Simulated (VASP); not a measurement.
Wanted: the native input for a VASP 6.6.1 run.

| Quantity | Value |
| --- | --- |
| Task | single point |
| Functional | BLYP |
| Potentials or basis | VASP PAW PBE potentials, release 64 (Sb) |
| Cutoff | 520 eV |
| k mesh | 7 × 7 × 11 |
| Occupations | fermi-dirac, width 0.1 eV |
| Spin | no spin polarisation |
| Dipole correction | no |
| Further INCAR settings | ALGO = Normal; EDIFF = 1e-06; NBANDS = 14 |

The structure of Sb lies in POSCAR:

```
Sb
1.0
    5.7800887255      0.0000000000      0.0000000000
   -2.8900443627      5.0057036724      0.0000000000
    0.0000000000      0.0000000000      3.4157690063
Sb
3
Direct
    0.0000000000      0.0000000000      1.0000000000
    0.3333333333      0.6666666667      0.5000000000
    0.6666666667      0.3333333333      0.5000000000
```

This cell differs from its parent crystal: volume scaled by 1.08.

The input as run:

INCAR

```
  PREC = Accurate
  ENCUT = 520
  EDIFF = 1E-6
  ISMEAR = -1
  SIGMA = 0.1
  LREAL = False
  LASPH = True
  NELM = 60
  ALGO = Normal
  ISIF = 2
  LWAVE = False
  LCHARG = False
  GGA = B5
  ALDAX = 1.0
  AGGAX = 1.0
  AGGAC = 1.0
  ALDAC = 0.0
  NBANDS = 14
```

KPOINTS

```
regular mesh
0
Gamma
  7 7 11
```

Potentials or basis: VASP PAW PBE potentials, release 64 (Sb).

Command:

```sh
$ cat potpaw_PBE.64/Sb/POTCAR > POTCAR
$ mpirun -np 1 vasp_std > vasp.out
```

Results of the run:

* Pressure: -2.7 GPa

Caveat: the PAW data sets were made with another functional, which shifts forces and pressure a little.

Run time: 120 s on 1 thread of AMD EPYC 7R13 Processor (Zen 3), with other jobs on the host, peak memory 0.22 GiB.
